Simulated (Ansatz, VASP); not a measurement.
TlCl in VASP and in Ansatz

```
Tl Cl
1.0
     3.78815    0.00000    0.00000
     0.00000    3.78815    0.00000
     0.00000    0.00000    3.78815
Tl Cl
1 1
Cartesian
  0.0000 0.0000 0.0000
  1.8941 1.8941 1.8941
```

Alike in both runs: task single point; functional PBEsol; k mesh 6 × 6 × 6; no spin polarisation.

```csv
,VASP,Ansatz
version,VASP 6.6.1,Ansatz 0.2.0
potentials or method,"VASP PAW PBE potentials, release 64 (Tl_d, Cl), cutoff 500 eV","all-electron LAPW, scalar-relativistic"
occupations,"gaussian, width 0.01 eV",fixed
```

Ansatz gave:

```
gap on the k mesh at the Fermi level (eV) : 1.84
pressure (GPa)                            : -0.4
```

Question: Estimate VASP's values.

Answer: gap on the k mesh at the Fermi level (eV): 1.84; pressure (GPa): -0.5.

VASP's potentials were made for PBE, not for PBEsol. Ansatz ran all-electron here, and VASP with PAW potentials.

Spin-orbit coupling is off throughout.
